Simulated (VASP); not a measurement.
Rb, 2 atoms in the cell. The structure is hexagonal, space group P6_3/mmc (No. 194). The conventional cell has a = 5.068 Å, b = 5.068 Å, c = 8.392 Å, α = 90.00°, β = 90.00°, γ = 120.00°. This isn't the form of Rb at room conditions, which is bcc.

* Program: VASP 6.6.1
* Task: single point
* Functional: PBE
* Potentials or basis: VASP PAW PBE potentials, release 64 (Rb_sv)
* Cutoff: 520 eV
* k mesh: 11 × 11 × 6
* Occupations: fermi-dirac, width 0.03 eV
* Spin: no spin polarisation
* Dipole correction: no
* Further INCAR settings: ALGO = Normal; EDIFF = 1e-06; NBANDS = 16

Potentials or basis: VASP PAW PBE potentials, release 64 (Rb_sv).

Launch:

```console
$ cat potpaw_PBE.64/Rb_sv/POTCAR > POTCAR
$ mpirun -np 1 vasp_std > vasp.out
```

Hardware: 1 thread of Oxide Virtual Turin-like Processor, with other jobs on the host.

Task: How long does it take, and how much memory?

Result: It took 2.3 min on 1 thread of Oxide Virtual Turin-like Processor, on a shared host, peak memory 0.35 GiB. Counts: scf iterations 10, k points 64.
